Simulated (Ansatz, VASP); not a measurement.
**Two plane-wave programs on AlCo**

The input INCAR:

```
SYSTEM = AlCo
PREC = Accurate ; ENCUT = 600
EDIFF = 1E-7 ; ISMEAR = 0
SIGMA = 0.1 ; LREAL = .FALSE.
LASPH = .TRUE. ; NELM = 120
ALGO = Normal ; ISIF = 3
LWAVE = .FALSE. ; LCHARG = .FALSE.
GGA = PS ; IBRION = 2
NSW = 100 ; EDIFFG = -0.002
GGA_COMPAT = .FALSE. ; NELMIN = 4
```

Contents of KPOINTS:

```
Automatic mesh
0
G
  14 14 14
  0 0 0
```

POSCAR

```
AlCo
1.0
    2.8194032100      0.0000000000      0.0000000000
    0.0000000000      2.8194032100      0.0000000000
    0.0000000000      0.0000000000      2.8194032100
Al Co
1 1
Direct
    0.0000000000      0.0000000000      0.0000000000
    0.5000000000      0.5000000000      0.5000000000
```

Input for Ansatz:

```yaml
crystal:
  lattice:
    - [2.81940321, 0.0, 0.0]
    - [0.0, 2.81940321, 0.0]
    - [0.0, 0.0, 2.81940321]
  atoms:
    - { symbol: Al, position: [0.0, 0.0, 0.0] }
    - { symbol: Co, position: [0.5, 0.5, 0.5] }
basis:
  ecutwfc: 420
kpoints:
  mp_grid: { grid: [14, 14, 14] }
hamiltonian:
  xc: pbesol
  pseudopotentials: { kind: paw, azcp: { folder: soft_1 } }
scf:
  occupations: { method: gaussian, width: 0.1 }
output:
  forces: true
  stress: true
  eigenvalues: true
relax:
  adjacent_minimum: "off"
  f_tol: 0.002
  max_steps: 80
  cell: { stress_tol: 0.02 }
```

Alike in both runs: task relaxation of cell and atoms; functional PBEsol; k mesh 14 × 14 × 14; occupations gaussian, width 0.1 eV; no spin polarisation.

|  | VASP | Ansatz |
| --- | --- | --- |
| version | VASP 6.6.1 | Ansatz 0.2.0 |
| potentials or method | VASP PAW PBE potentials, release 64 (Al, Co), cutoff 600 eV | scalar-relativistic, plane waves, PAW |
| valence electrons in the cell | 12 | 20 |

Ansatz gave:

* gap on the k mesh at the Fermi level, each at its own relaxed structure (eV): none
* relaxed volume (Å³/atom): 11.24
* relaxed cell length with the largest relative difference (Å): 2.822

Problem. What did VASP give for the same quantities?

Solution. gap on the k mesh at the Fermi level, each at its own relaxed structure (eV): none; relaxed volume (Å³/atom): 11.25; relaxed cell length with the largest relative difference (Å): 2.823.

VASP's potentials were made for PBE, not for PBEsol, and Ansatz warns of the same on its side. A gap of «none» marks a metal or a gap that the smearing closes. VASP's potentials hold 12 valence electrons a cell and Ansatz's 20, so a difference there can come from the potentials and not from the codes.
